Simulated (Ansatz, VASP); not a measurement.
**BN in VASP and in Ansatz**

```
B N
1.0
     2.50245    0.00000    0.00000
    -1.25123    2.16719    0.00000
     0.00000    0.00000    4.11440
B N
2 2
Direct
  0.33333 0.66667 0.00005
  0.66667 0.33333 0.50005
  0.33333 0.66667 0.37395
  0.66667 0.33333 0.87395
```

Change from the starting cell: strained cell.

Alike in both runs: task relaxation of the atoms; functional PBEsol; k mesh 9 × 9 × 6; occupations gaussian, width 0.02 eV; no spin polarisation.

```csv
,VASP,Ansatz
version,VASP 6.6.1,Ansatz 0.2.0
potentials or method,"VASP PAW PBE potentials, release 64 (B, N), cutoff 520 eV","scalar-relativistic, plane waves, PAW"
valence electrons in the cell,16,16
```

|  | VASP | Ansatz | Ansatz less VASP |
| --- | --- | --- | --- |
| gap on the k mesh at the Fermi level, each at its own relaxed structure (eV) | 4.87 | 4.88 | +0.014 |

VASP's potentials were made for PBE, not for PBEsol, and Ansatz warns of the same on its side. Ansatz's warnings: stress scf threshold loose.
